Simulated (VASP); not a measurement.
# C in VASP: single point with LDA

Aim: the single point of C with LDA.

Everything below comes from runs of VASP 6.6.1. Logs are shortened: lines on timing, memory, paths and dates and some standing lists are left out, and cuts for length are marked.

**1. The cell of the first run**

The cell holds a slab with vacuum, 4 atoms: a = 2.273 Å, b = 2.403 Å, c = 24.108 Å, α = 90.00°, β = 90.00°, γ = 118.23°.

**2. Single point, LDA (atoms displaced along a vibrational mode, the cell strained)**

File INCAR:

```
SYSTEM = C
  PREC = Accurate
  ENCUT = 520
  EDIFF = 1E-6
  ISMEAR = 0
  SIGMA = 0.15
  LREAL = .FALSE.
  LASPH = .TRUE.
  NELM = 100
  ALGO = Normal
  ISIF = 2
  LWAVE = .FALSE.
  LCHARG = .FALSE.
  NBANDS = 16
```

File KPOINTS:

```
Automatic mesh
0
G
  18 18 2
  0 0 0
```

File POSCAR:

```
C
1.0
    2.2734803463      0.0000000000      0.0000000000
   -1.1367401731      2.1170878870      0.0000000000
    0.0000000000      0.0000000000     24.1078379870
C
4
Direct
   -0.0576755430      0.0000000000      0.5687751440
    0.0576755430      0.0000000000      0.4312248560
    0.3910114216      0.6666666667      0.4312002200
    0.6089885784      0.3333333333      0.5687997800
```

Potentials or basis: VASP PAW LDA potentials, release 64 (C).

Run with:

```bash
$ cat potpaw_LDA.64/C/POTCAR > POTCAR
$ mpirun -np 1 vasp_std > vasp.out
```

OUTCAR:

```text
SYSTEM = C
   PREC = Accurate
   ENCUT = 520
   EDIFF = 1E-6
   ISMEAR = 0
   LREAL = .FALSE.
   LASPH = .TRUE.
   NELM = 100
   ISIF = 2

 ion  position               nearest neighbor table
   1  0.942  0.000  0.569-   4 1.34   4 1.34   4 1.41
   2  0.058  0.000  0.431-   3 1.34   3 1.34   3 1.41
   3  0.391  0.667  0.431-   2 1.34   2 1.34   2 1.41
   4  0.609  0.333  0.569-   1 1.34   1 1.34   1 1.41

  LATTYP: Found a base centered orthorhombic cell.
 ALAT       =     2.2734803463
 B/A-ratio  =     1.8624202232
 C/A-ratio  =    10.6039350752

  Lattice vectors:

 A1 = (   1.1367401731,  -2.1170878870,   0.0000000000)
 A2 = (   1.1367401732,   2.1170878870,   0.0000000000)
 A3 = (   0.0000000000,   0.0000000000,  24.1078379870)

Analysis of symmetry for initial positions (statically):
=====================================================================
 Subroutine PRICEL returns:
 Original cell was already a primitive cell.

 Routine SETGRP: Setting up the symmetry group for a
 base centered orthorhombic supercell.

 Subroutine GETGRP returns: Found  2 space group operations
 (whereof  2 operations were pure point group operations)
 out of a pool of  8 trial point group operations.

The static configuration has the point symmetry S_2 .

Analysis of symmetry for dynamics (positions and initial velocities):
=====================================================================
 Subroutine PRICEL returns:
 Original cell was already a primitive cell.

 Routine SETGRP: Setting up the symmetry group for a
 base centered orthorhombic supercell.

 Subroutine GETGRP returns: Found  2 space group operations
 (whereof  2 operations were pure point group operations)
 out of a pool of  8 trial point group operations.

The dynamic configuration has the point symmetry S_2 .

 Subroutine INISYM returns: Found  2 space group operations
 (whereof  2 operations are pure point group operations),
 and found     1 'primitive' translations

----------------------------------------------------------------------------------------

                                     Primitive cell

  volume of cell :     116.0348

  direct lattice vectors                    reciprocal lattice vectors
     2.273480346  0.000000000  0.000000000     0.439854253  0.236173474  0.000000000
    -1.136740173  2.117087887  0.000000000     0.000000000  0.472346947  0.000000000
     0.000000000  0.000000000 24.107837987     0.000000000  0.000000000  0.041480285

  length of vectors
     2.273480346  2.402964699 24.107837987     0.499249110  0.472346947  0.041480285

  position of ions in fractional coordinates (direct lattice)
     0.942324457  0.000000000  0.568775144
     0.057675543  0.000000000  0.431224856
     0.391011422  0.666666667  0.431200220
     0.608988578  0.333333333  0.568799780

  ion indices of the primitive-cell ions
   primitive index   ion index
                 1           1
                 2           2
                 3           3
                 4           4

----------------------------------------------------------------------------------------

 KPOINTS: Automatic mesh

Automatic generation of k-mesh.
 Grid dimensions read from file:
 generate k-points for:   18   18    2

 Generating k-lattice:

  Cartesian coordinates                     Fractional coordinates (reciprocal lattice)
     0.024436347  0.013120749  0.000000000     0.055555556  0.000000000  0.000000000
     0.000000000  0.026241497  0.000000000     0.000000000  0.055555556  0.000000000
     0.000000000  0.000000000  0.020740143     0.000000000  0.000000000  0.500000000

  Length of vectors
     0.027736062  0.026241497  0.020740143

  Shift w.r.t. Gamma in fractional coordinates (k-lattice)
     0.000000000  0.000000000  0.000000000

 Subroutine IBZKPT returns following result:
 ===========================================

 Found    328 irreducible k-points:

 Following reciprocal coordinates:
            Coordinates               Weight
  0.000000  0.000000  0.000000      1.000000
  0.055556 -0.000000  0.000000      2.000000
  0.055556 -0.055556  0.000000      2.000000
  0.111111 -0.000000  0.000000      2.000000
  0.111111 -0.111111  0.000000      2.000000
  0.166667 -0.000000  0.000000      2.000000
[... 16 lines left out ...]
  0.111111  0.055556  0.000000      2.000000
  0.111111 -0.166667  0.000000      2.000000
 [... further k-points ...]
   k-points           NKPTS =    328   k-points in BZ     NKDIM =    328   number of bands    NBANDS=     16
   number of dos      NEDOS =    301   number of ions     NIONS =      4
   total plane-waves  NPLWV =  58320
   dimension x,y,z NGX =    18 NGY =   18 NGZ =  180
   dimension x,y,z NGXF=    36 NGYF=   36 NGZF=  360
   ions per type =               4
   NGX,Y,Z   is equivalent  to a cutoff of  13.16, 12.45, 12.41 a.u.
   NGXF,Y,Z  is equivalent  to a cutoff of  26.32, 24.91, 24.83 a.u.
 SYSTEM =  C
   PREC   = accura    normal or accurate (medium, high low for compatibility)
   ISTART =      0    job   : 0-new  1-cont  2-samecut
   ICHARG =      2    charge: 1-file 2-atom 10-const
   ISPIN  =      1    spin polarized calculation?
   LNONCOLLINEAR =      F non collinear calculations
   LSORBIT =      F    spin-orbit coupling
   LASPH  =      T    aspherical Exc in radial PAW
   ENCUT  =  520.0 eV  38.22 Ry    6.18 a.u.   4.23  4.47 44.82*2*pi/ulx,y,z
   NELM   =    100;   NELMIN=  2; NELMDL= -5     # of ELM steps
   EDIFF  = 0.1E-05   stopping-criterion for ELM
   LREAL  =      F    real-space projection
   EDIFFG = 0.1E-04   stopping-criterion for IOM
   NSW    =      0    number of steps for IOM
   IBRION =     -1    ionic relax: 0-MD 1-quasi-New 2-CG
   NFREE  =      0    steps in history (QN), initial steepest desc. (CG)
   ISIF   =      2    stress and relaxation
   ISYM   =      2    0-nonsym 1-usesym 2-fastsym
   POTIM  = 0.5000    time-step for ionic-motion
   TEBEG  =    0.0;   TEEND  =   0.0 temperature during run
   PSTRESS=    0.0 pullay stress
   NELECT =      16.0000    total number of electrons
   NUPDOWN=      -1.0000    fix difference up-down
   EMIN   =  10.00;   EMAX   =-10.00  energy-range for DOS
   EFERMI =   0.00;   METHOD = LEGACY
   ISMEAR =     0;   SIGMA  =   0.15  broadening in eV -4-tet -1-fermi 0-gaus
   EFERMI_NEDOS =   21; number of points for ismear=-14 and -15
   IALGO  =     38    algorithm
   IMIX   =      4    mixing-type and parameters
     AMIX     =   0.40;   BMIX     =  1.00
     AMIX_MAG =   1.60;   BMIX_MAG =  1.00
  volume/ion in A,a.u.               =      29.01       195.76
  Fermi-wavevector in a.u.,A,eV,Ry     =   0.845770  1.598273  9.732603  0.715326
  Thomas-Fermi vector in A             =   1.961010
   LORBIT       =      0    0 simple, 1 ext, 2 COOP (PROOUT), +10 PAW based schemes
   GGA     = CA    functional components
   LHFCALC =     F    Hartree Fock is set to
   AEXX    =    0.0000 exact exchange contribution
   IVDW    =     0    specifies the selected vdW correction
   LEPSILON=     F    determine dielectric tensor
   LRPA    =     F    only Hartree local field effects (RPA)
 non-spin polarized calculation
 Gauss-broadening in eV      SIGMA  =   0.15
  energy-cutoff  :      520.00
  volume of cell :      116.03
 maximum number of plane-waves:      3190
 NGX is ok and might be reduce to    18
   NGX =  9   NGY =  9   NGZ = 89

 number of electron      15.9999998 magnetization

 Free energy of the ion-electron system (eV)
  ---------------------------------------------------
  ext. energy  EPLUGINS =         0.00000000
  ---------------------------------------------------
  free energy    TOTEN  =       -39.68880661 eV

  energy without entropy =      -39.68879903  energy(sigma->0) =      -39.68880282

 E-fermi :  -1.4437     XC(G=0):  -3.4215

 val. band max:       -1.7789021852   @ k =   0.3889   0.3333   0.5000
 cond. band min:      -1.1101264866   @ k =   0.3333   0.3333   0.5000
 fundamental gap:      0.6687756986
 Fermi energy:        -1.4437249346

 k-point     1 :       0.0000    0.0000    0.0000
  band No.  band energies     occupation
      1     -21.9732      2.00000
      2     -21.8083      2.00000
      3     -10.5966      2.00000
      4      -9.5665      2.00000
      5      -4.7215      2.00000
      6      -4.7165      2.00000
[... 8 lines left out ...]
     15       5.1861      0.00000
     16       6.4622      0.00000

 k-point     2 :       0.0556   -0.0000    0.0000
  band No.  band energies     occupation
      1     -21.8916      2.00000
      2     -21.7276      2.00000
      3     -10.4940      2.00000
      4      -9.4666      2.00000
      5      -4.9109      2.00000
      6      -4.9027      2.00000
[... 8 lines left out ...]
     15       5.2988      0.00000
     16       6.7524      0.00000

 k-point     3 :       0.0556   -0.0556    0.0000
  band No.  band energies     occupation
      1     -21.8916      2.00000
      2     -21.7276      2.00000
      3     -10.4940      2.00000
      4      -9.4665      2.00000
      5      -4.9099      2.00000
      6      -4.9038      2.00000
[... 8 lines left out ...]
     15       5.2989      0.00000
     16       6.7530      0.00000

 k-point     4 :       0.1111   -0.0000    0.0000
  band No.  band energies     occupation
      1     -21.6473      2.00000
      2     -21.4860      2.00000
      3     -10.1868      2.00000
      4      -9.1680      2.00000
      5      -5.4583      2.00000
      6      -5.4443      2.00000
[... 8 lines left out ...]
     15       5.6373      0.00000
     16       7.3271      0.00000
[... 324 lines left out ...]
 k-point    22 :       0.0556   -0.1111    0.0000
  band No.  band energies     occupation
      1     -21.7458      2.00000
      2     -21.5833      2.00000
      3     -10.3128      2.00000
      4      -9.2909      2.00000
      5      -5.5596      2.00000
      6      -5.5432      2.00000
[... 8 lines left out ...]
     15       5.4979      0.00000
     16       7.1800      0.00000

 k-point    23 :       0.1111    0.0556    0.0000
  band No.  band energies     occupation
      1     -21.4293      2.00000
      2     -21.2702      2.00000
      3      -9.9163      2.00000
      4      -8.9064      2.00000
      5      -6.2512      2.00000
      6      -6.2290      2.00000
[... 8 lines left out ...]
     15       5.9367      0.00000
     16       7.6156      0.00000

 k-point    24 :       0.1111   -0.1667    0.0000
  band No.  band energies     occupation
      1     -21.4293      2.00000
      2     -21.2702      2.00000
      3      -9.9167      2.00000
      4      -8.9060      2.00000
      5      -6.2470      2.00000
      6      -6.2336      2.00000
[... 8 lines left out ...]
     15       5.9368      0.00000
     16       7.6233      0.00000

 [... further k-points ...]

------------------------ aborting loop because EDIFF is reached ----------------------------------------

  FORCE on cell =-STRESS in cart. coord.  units (eV):
  Direction    XX          YY          ZZ          XY          YZ          ZX
  --------------------------------------------------------------------------------------
  -------------------------------------------------------------------------------------
  Total       19.9250283      3.6638215     -0.0337829      0.0019335      0.0260852      0.0344566
  in kB      275.1193735     50.5890515     -0.4664645      0.0266971      0.3601770      0.4757671
  external PRESSURE =     108.4139869 kB  Pullay stress =       0.0000000 kB

 VOLUME and BASIS-vectors are now :
 -----------------------------------------------------------------------------
  energy-cutoff  :      520.00
  volume of cell :      116.03
      direct lattice vectors                 reciprocal lattice vectors
     2.273480346  0.000000000  0.000000000     0.439854253  0.236173474  0.000000000
    -1.136740173  2.117087887  0.000000000     0.000000000  0.472346947  0.000000000
     0.000000000  0.000000000 24.107837987     0.000000000  0.000000000  0.041480285

 POSITION                                       TOTAL-FORCE (eV/Angst)
 -----------------------------------------------------------------------------------
      2.14236      0.00000     13.71194         0.010923     -1.529328      0.004674
      0.13112      0.00000     10.39590        -0.010923      1.529328     -0.004674
      0.13113      1.41139     10.39531         0.000596     -1.536636      0.004530
      1.00561      0.70570     13.71253        -0.000596      1.536636     -0.004530
 -----------------------------------------------------------------------------------
    total drift:                                0.000000      0.000000      0.000000

  FREE ENERGIE OF THE ION-ELECTRON SYSTEM (eV)
  ---------------------------------------------------
  free  energy   TOTEN  =       -39.6888066103 eV

  energy  without entropy=      -39.6887990263  energy(sigma->0) =      -39.68880282
```

It took 5.9 min on 1 thread of AMD EPYC 9R45 (Zen 5), shared host; peak memory 0.48 GiB.

Results:

* Free energy: -39.6888 eV
* Largest force: 1.537 eV/Å

Forces in eV/Å, atoms in the order of the input:
```
C    0.011 -1.529  0.005
C   -0.011  1.529 -0.005
C    0.001 -1.537  0.005
C   -0.001  1.537 -0.005
```

Caveat: the cell differs from its parent crystal (atoms displaced along a vibrational mode, the cell strained); there is no dipole correction, which matters where the two faces differ.
